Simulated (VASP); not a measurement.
The system is BAs.

```
As B
1.0
     0.00000    2.40432    2.40432
     2.40432    0.00000    2.40432
     2.40432    2.40432    0.00000
As B
1 1
Cartesian
  3.6065 3.6065 3.6065
  0.0000 0.0000 0.0000
```

Base run:

| Property | Result |
| --- | --- |
| Program | VASP 6.6.1 |
| Functional | RPBE |
| Potentials or basis | VASP PAW PBE potentials, release 64 (As, B) |
| Cutoff | 520 eV |
| k mesh | 10 × 10 × 10 |
| Occupations | fermi-dirac, width 0.05 eV |
| Spin | no spin polarisation |

Its results: band gap on the k mesh 1.23 eV, indirect (least direct gap 3.25 eV); pressure 3.2 GPa.

Task: After a change of settings the same cell gave: band gap on the k mesh 1.23 eV, indirect (least direct gap 3.25 eV); pressure -6.5 GPa. Which change was it?
A. dispersion from none to D4
B. functional from RPBE to PBEsol-based screened hybrid; k mesh from 10 × 10 × 10 to 5 × 5 × 5
C. functional from RPBE to PBEsol
D. functional from RPBE to PBE; further incar settings from ALGO = Normal; EDIFF = 1e-07; NBANDS = 11 to ALGO = Normal; EDIFF = 1e-06; NBANDS = 11

Result: A.

Dispersion adds attraction, which lowers the pressure at fixed volume and, as a term added to the energy, leaves the levels alone.

Caveats: the PAW data sets were made with another functional, which shifts forces and pressure a little.
